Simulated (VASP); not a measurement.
# MgO (Fm-3m) in VASP: further runs

The runs below take MgO through single point, with PBEsol, HSE06, HF, PBE-based screened hybrid with 30 % exact exchange.

Program: VASP 6.6.1. These are calculated values, not measurements. Logs are shortened: lines on timing, memory, paths and dates and some standing lists are left out, and cuts for length are marked.

**Measured values to compare with.**

From “Electronic structure of alkaline earth and post-transition metal oxides”, 2009, arxiv:0908.1581, for a bulk crystal of MgO: band gap 7.83 eV.

The results are compared with them further down.

## Step 1: The cell of the first run

Symmetry: Fm-3m, No. 225, cubic system. Conventional cell: a = 4.204 Å, b = 4.204 Å, c = 4.204 Å, α = 90.00°, β = 90.00°, γ = 90.00°. Mg (site symmetry m-3m) has 6 O at 2.10 Å within 2.8 Å. Within 2.8 Å of O (site symmetry m-3m) lie 6 Mg at 2.10 Å.

## Step 2: Single point, PBEsol

File INCAR:

```
PREC = Accurate
ENCUT = 520
EDIFF = 1E-6
ISMEAR = 0
SIGMA = 0.01
LREAL = False
LASPH = True
NELM = 60
ALGO = Normal
ISIF = 2
LWAVE = False
LCHARG = False
GGA = PS
NBANDS = 11
```

File KPOINTS:

```
Automatic mesh
0
Gamma
  8 8 8
```

File POSCAR:

```
MgO
1.0
    0.0000000000      2.1021680256      2.1021680256
    2.1021680256      0.0000000000      2.1021680256
    2.1021680256      2.1021680256      0.0000000000
Mg O
1 1
Direct
    0.0000000000      0.0000000000      0.0000000000
    0.5000000000      0.5000000000      0.5000000000
```

Potentials or basis: VASP PAW PBE potentials, release 64 (Mg, O).

Launch:

```bash
$ cat potpaw_PBE.64/Mg/POTCAR potpaw_PBE.64/O/POTCAR > POTCAR
$ mpirun -np 1 vasp_std > vasp.out
```

OUTCAR:

```text
PREC = Accurate
   ENCUT = 520
   EDIFF = 1E-6
   ISMEAR = 0
   LREAL = False
   LASPH = True
   NELM = 60
   ISIF = 2
   GGA = PS

 ion  position               nearest neighbor table
   1  0.000  0.000  0.000-   2 2.10   2 2.10   2 2.10   2 2.10   2 2.10   2 2.10
   2  0.500  0.500  0.500-   1 2.10   1 2.10   1 2.10   1 2.10   1 2.10   1 2.10

  LATTYP: Found a face centered cubic cell.
 ALAT       =     4.2043360512

  Lattice vectors:

 A1 = (   0.0000000000,   2.1021680256,   2.1021680256)
 A2 = (   2.1021680256,   0.0000000000,   2.1021680256)
 A3 = (   2.1021680256,   2.1021680256,   0.0000000000)

Analysis of symmetry for initial positions (statically):
=====================================================================
 Subroutine PRICEL returns:
 Original cell was already a primitive cell.

 Routine SETGRP: Setting up the symmetry group for a
 face centered cubic supercell.

 Subroutine GETGRP returns: Found 48 space group operations
 (whereof 48 operations were pure point group operations)
 out of a pool of 48 trial point group operations.

The static configuration has the point symmetry O_h .

Analysis of symmetry for dynamics (positions and initial velocities):
=====================================================================
 Subroutine PRICEL returns:
 Original cell was already a primitive cell.

 Routine SETGRP: Setting up the symmetry group for a
 face centered cubic supercell.

 Subroutine GETGRP returns: Found 48 space group operations
 (whereof 48 operations were pure point group operations)
 out of a pool of 48 trial point group operations.

The dynamic configuration has the point symmetry O_h .

 Subroutine INISYM returns: Found 48 space group operations
 (whereof 48 operations are pure point group operations),
 and found     1 'primitive' translations

----------------------------------------------------------------------------------------

                                     Primitive cell

  volume of cell :      18.5794

  direct lattice vectors                    reciprocal lattice vectors
     0.000000000  2.102168026  2.102168026    -0.237849684  0.237849684  0.237849684
     2.102168026  0.000000000  2.102168026     0.237849684 -0.237849684  0.237849684
     2.102168026  2.102168026  0.000000000     0.237849684  0.237849684 -0.237849684

  length of vectors
     2.972914532  2.972914532  2.972914532     0.411967737  0.411967737  0.411967737

  position of ions in fractional coordinates (direct lattice)
     0.000000000  0.000000000  0.000000000
     0.500000000  0.500000000  0.500000000

  ion indices of the primitive-cell ions
   primitive index   ion index
                 1           1
                 2           2

----------------------------------------------------------------------------------------

 KPOINTS: Automatic mesh

Automatic generation of k-mesh.
 Grid dimensions read from file:
 generate k-points for:    8    8    8

 Generating k-lattice:

  Cartesian coordinates                     Fractional coordinates (reciprocal lattice)
    -0.029731210  0.029731210  0.029731210     0.125000000  0.000000000  0.000000000
     0.029731210 -0.029731210  0.029731210     0.000000000  0.125000000  0.000000000
     0.029731210  0.029731210 -0.029731210     0.000000000  0.000000000  0.125000000

  Length of vectors
     0.051495967  0.051495967  0.051495967

  Shift w.r.t. Gamma in fractional coordinates (k-lattice)
     0.000000000  0.000000000  0.000000000

 Subroutine IBZKPT returns following result:
 ===========================================

 Found     29 irreducible k-points:

 Following reciprocal coordinates:
            Coordinates               Weight
  0.000000  0.000000  0.000000      1.000000
  0.125000  0.000000  0.000000      8.000000
  0.250000  0.000000  0.000000      8.000000
  0.375000  0.000000  0.000000      8.000000
  0.500000  0.000000  0.000000      4.000000
  0.125000  0.125000  0.000000      6.000000
[... 16 lines left out ...]
  0.500000  0.250000  0.125000     48.000000
 -0.375000  0.250000  0.125000     24.000000
 [... further k-points ...]
   k-points           NKPTS =     29   k-points in BZ     NKDIM =     29   number of bands    NBANDS=     11
   number of dos      NEDOS =    301   number of ions     NIONS =      2
   total plane-waves  NPLWV =  13824
   dimension x,y,z NGX =    24 NGY =   24 NGZ =   24
   dimension x,y,z NGXF=    48 NGYF=   48 NGZF=   48
   ions per type =               1   1
   NGX,Y,Z   is equivalent  to a cutoff of  13.42, 13.42, 13.42 a.u.
   NGXF,Y,Z  is equivalent  to a cutoff of  26.84, 26.84, 26.84 a.u.
 SYSTEM =  unknown system
   PREC   = accura    normal or accurate (medium, high low for compatibility)
   ISTART =      0    job   : 0-new  1-cont  2-samecut
   ICHARG =      2    charge: 1-file 2-atom 10-const
   ISPIN  =      1    spin polarized calculation?
   LNONCOLLINEAR =      F non collinear calculations
   LSORBIT =      F    spin-orbit coupling
   LASPH  =      T    aspherical Exc in radial PAW
   ENCUT  =  520.0 eV  38.22 Ry    6.18 a.u.   5.53  5.53  5.53*2*pi/ulx,y,z
   NELM   =     60;   NELMIN=  2; NELMDL= -5     # of ELM steps
   EDIFF  = 0.1E-05   stopping-criterion for ELM
   LREAL  =      F    real-space projection
   EDIFFG = 0.1E-04   stopping-criterion for IOM
   NSW    =      0    number of steps for IOM
   IBRION =     -1    ionic relax: 0-MD 1-quasi-New 2-CG
   NFREE  =      0    steps in history (QN), initial steepest desc. (CG)
   ISIF   =      2    stress and relaxation
   ISYM   =      2    0-nonsym 1-usesym 2-fastsym
   POTIM  = 0.5000    time-step for ionic-motion
   TEBEG  =    0.0;   TEEND  =   0.0 temperature during run
   PSTRESS=    0.0 pullay stress
   NELECT =       8.0000    total number of electrons
   NUPDOWN=      -1.0000    fix difference up-down
   EMIN   =  10.00;   EMAX   =-10.00  energy-range for DOS
   EFERMI =   0.00;   METHOD = LEGACY
   ISMEAR =     0;   SIGMA  =   0.01  broadening in eV -4-tet -1-fermi 0-gaus
   EFERMI_NEDOS =   21; number of points for ismear=-14 and -15
   IALGO  =     38    algorithm
   IMIX   =      4    mixing-type and parameters
     AMIX     =   0.40;   BMIX     =  1.00
     AMIX_MAG =   1.60;   BMIX_MAG =  1.00
  volume/ion in A,a.u.               =       9.29        62.69
  Fermi-wavevector in a.u.,A,eV,Ry     =   1.236215  2.336108 20.792804  1.528228
  Thomas-Fermi vector in A             =   2.370833
   LORBIT       =      0    0 simple, 1 ext, 2 COOP (PROOUT), +10 PAW based schemes
   GGA     = PS    functional components
   LHFCALC =     F    Hartree Fock is set to
   AEXX    =    0.0000 exact exchange contribution
   IVDW    =     0    specifies the selected vdW correction
   LEPSILON=     F    determine dielectric tensor
   LRPA    =     F    only Hartree local field effects (RPA)
 non-spin polarized calculation
 Gauss-broadening in eV      SIGMA  =   0.01
  energy-cutoff  :      520.00
  volume of cell :       18.58
 maximum number of plane-waves:       531
 NGX is ok and might be reduce to    24
   NGX = 11   NGY = 11   NGZ = 11

 number of electron       8.0000004 magnetization

 Free energy of the ion-electron system (eV)
  ---------------------------------------------------
  ext. energy  EPLUGINS =         0.00000000
  ---------------------------------------------------
  free energy    TOTEN  =       -12.51220293 eV

  energy without entropy =      -12.51220293  energy(sigma->0) =      -12.51220293

 E-fermi :   3.1679     XC(G=0): -11.3370

 val. band max:        3.1088481370   @ k =   0.0000   0.0000   0.0000
 cond. band min:       7.7964239841   @ k =   0.0000   0.0000   0.0000
 fundamental gap:      4.6875758470
 Fermi energy:         3.1679484194

 k-point     1 :       0.0000    0.0000    0.0000
  band No.  band energies     occupation
      1     -14.1258      2.00000
      2       3.1088      2.00000
      3       3.1088      2.00000
      4       3.1088      2.00000
      5       7.7964      0.00000
      6      18.7711      0.00000
      7      18.7711      0.00000
      8      18.7711      0.00000
      9      22.6282      0.00000
     10      24.5184      0.00000
     11      24.5184      0.00000

 k-point     2 :       0.1250    0.0000    0.0000
  band No.  band energies     occupation
      1     -13.9575      2.00000
      2       2.1364      2.00000
      3       3.0030      2.00000
      4       3.0030      2.00000
      5       8.7166      0.00000
      6      17.0778      0.00000
      7      19.1359      0.00000
      8      19.1359      0.00000
      9      23.5636      0.00000
     10      23.5636      0.00000
     11      24.8465      0.00000

 k-point     3 :       0.2500    0.0000    0.0000
  band No.  band energies     occupation
      1     -13.5199      2.00000
      2       0.4022      2.00000
      3       2.7594      2.00000
      4       2.7594      2.00000
      5      10.1473      0.00000
      6      15.5565      0.00000
      7      19.6546      0.00000
      8      19.6546      0.00000
      9      23.1634      0.00000
     10      23.1634      0.00000
     11      25.0612      0.00000

 k-point     4 :       0.3750    0.0000    0.0000
  band No.  band energies     occupation
      1     -13.0244      2.00000
      2      -1.0337      2.00000
      3       2.5305      2.00000
      4       2.5305      2.00000
      5      10.8134      0.00000
      6      15.4195      0.00000
      7      19.5048      0.00000
      8      19.5048      0.00000
      9      24.2729      0.00000
     10      24.4636      0.00000
     11      24.4636      0.00000

 k-point     5 :       0.5000    0.0000    0.0000
  band No.  band energies     occupation
      1     -12.7970      2.00000
      2      -1.5961      2.00000
      3       2.4394      2.00000
      4       2.4394      2.00000
      5      10.8878      0.00000
      6      15.6749      0.00000
      7      19.3417      0.00000
      8      19.3417      0.00000
      9      23.9565      0.00000
     10      25.5142      0.00000
     11      25.5142      0.00000
[... 211 lines left out ...]
 k-point    21 :       0.5000    0.5000    0.0000
  band No.  band energies     occupation
      1     -12.5299      2.00000
      2      -1.0600      2.00000
      3       1.7346      2.00000
      4       1.7346      2.00000
      5      12.0356      0.00000
      6      13.0446      0.00000
      7      16.1398      0.00000
      8      22.0355      0.00000
      9      22.0355      0.00000
     10      28.4496      0.00000
     11      29.9324      0.00000

 k-point    22 :       0.3750    0.2500    0.1250
  band No.  band energies     occupation
      1     -13.2059      2.00000
      2       0.0384      2.00000
      3       1.9293      2.00000
      4       2.4793      2.00000
      5      11.5655      0.00000
      6      14.4392      0.00000
      7      18.1324      0.00000
      8      20.5855      0.00000
      9      21.1167      0.00000
     10      25.4710      0.00000
     11      28.8855      0.00000

 k-point    23 :       0.5000    0.2500    0.1250
  band No.  band energies     occupation
      1     -12.8152      2.00000
      2      -0.6687      2.00000
      3       1.3402      2.00000
      4       2.2217      2.00000
      5      12.5286      0.00000
      6      14.6559      0.00000
      7      16.9787      0.00000
      8      20.1911      0.00000
      9      22.7006      0.00000
     10      25.4376      0.00000
     11      29.0875      0.00000

 k-point    24 :      -0.3750    0.2500    0.1250
  band No.  band energies     occupation
      1     -12.6411      2.00000
      2      -0.9711      2.00000
      3       1.1282      2.00000
      4       2.1001      2.00000
      5      12.6778      0.00000
      6      15.2401      0.00000
      7      16.5465      0.00000
      8      19.9462      0.00000
      9      23.5488      0.00000
     10      25.1085      0.00000
     11      29.2186      0.00000

 [... further k-points ...]

------------------------ aborting loop because EDIFF is reached ----------------------------------------

  FORCE on cell =-STRESS in cart. coord.  units (eV):
  Direction    XX          YY          ZZ          XY          YZ          ZX
  --------------------------------------------------------------------------------------
  -------------------------------------------------------------------------------------
  Total        0.0711326      0.0711326      0.0711326     -0.0000000      0.0000000     -0.0000000
  in kB        6.1340448      6.1340448      6.1340448     -0.0000000      0.0000000     -0.0000000
  external PRESSURE =       6.1340448 kB  Pullay stress =       0.0000000 kB

 VOLUME and BASIS-vectors are now :
 -----------------------------------------------------------------------------
  energy-cutoff  :      520.00
  volume of cell :       18.58
      direct lattice vectors                 reciprocal lattice vectors
     0.000000000  2.102168026  2.102168026    -0.237849684  0.237849684  0.237849684
     2.102168026  0.000000000  2.102168026     0.237849684 -0.237849684  0.237849684
     2.102168026  2.102168026  0.000000000     0.237849684  0.237849684 -0.237849684

 POSITION                                       TOTAL-FORCE (eV/Angst)
 -----------------------------------------------------------------------------------
      0.00000      0.00000      0.00000         0.000000      0.000000     -0.000000
      2.10217      2.10217      2.10217        -0.000000     -0.000000      0.000000
 -----------------------------------------------------------------------------------
    total drift:                               -0.000000     -0.000000      0.000000

  FREE ENERGIE OF THE ION-ELECTRON SYSTEM (eV)
  ---------------------------------------------------
  free  energy   TOTEN  =       -12.5122029273 eV

  energy  without entropy=      -12.5122029273  energy(sigma->0) =      -12.51220293
```

It took 4.9 s on 1 thread of Intel Xeon Platinum 8375C at 2.90GHz (Ice Lake), shared host; peak memory 0.14 GiB.

Results:

```
Free energy            : -12.5122 eV
Pressure               : 0.6 GPa
Band gap on the k mesh : 4.69 eV
```

Levels at points of the mesh, in eV from the valence-band top:
```
           k point  band 2  band 3  band 4  band 5  band 6  band 7
(0.00, 0.00, 0.00)    0.00    0.00    0.00    4.69   15.66   15.66
(0.50, 0.00, 0.00)   -4.70   -0.67   -0.67    7.78   12.57   16.23
(0.50, 0.50, 0.00)   -4.17   -1.37   -1.37    8.93    9.94   13.03
```

Caveat: the PAW data sets were made with another functional, which shifts forces and pressure a little.

(Continued in part 2 of 2.)
